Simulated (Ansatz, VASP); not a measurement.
# Al2Cu: VASP beside Ansatz

```xyz
6
Lattice="-3.0864 3.0864 2.4621 3.0864 -3.0864 2.4621 3.0864 3.0864 -2.4621" Properties=species:S:1:pos:R:3 pbc="T T T"
Al    4.0699    0.9835    0.0000
Al    2.1029    0.9835    2.4621
Al   -0.9835    2.1029    2.4621
Al    0.9835    2.1029    0.0000
Cu    0.0000    0.0000    3.6932
Cu    0.0000    0.0000    1.2310
```

Alike in both runs: task single point; functional PBEsol; k mesh 10 × 10 × 10; occupations gaussian, width 0.15 eV; no spin polarisation.

```csv
,VASP,Ansatz
version,VASP 6.6.1,Ansatz 0.2.0
potentials or method,"VASP PAW PBE potentials, release 64 (Al, Cu), cutoff 520 eV","scalar-relativistic, plane waves, PAW"
valence electrons in the cell,34,50
```

Ansatz gave:

* gap on the k mesh at the Fermi level (eV): none
* pressure (GPa): -7.2
* traceless stress, the component that is largest in VASP (GPa): 0.66
* rms of the force components (eV/Å): 0.012

**Question.** What did VASP give for the same quantities?

**Answer.** gap on the k mesh at the Fermi level (eV): none; pressure (GPa): -7.0; traceless stress, the component that is largest in VASP (GPa): 0.69; rms of the force components (eV/Å): 0.011.

VASP's potentials were made for PBE, not for PBEsol, and Ansatz warns of the same on its side. Atom by atom the forces differ by 0.001 eV/Å (rms over components). A gap of «none» marks a metal or a gap that the smearing closes. With one functional, cell and mesh, what is left measures potentials, basis and numerics. VASP's potentials hold 34 valence electrons a cell and Ansatz's 50, so a difference there can come from the potentials and not from the codes.
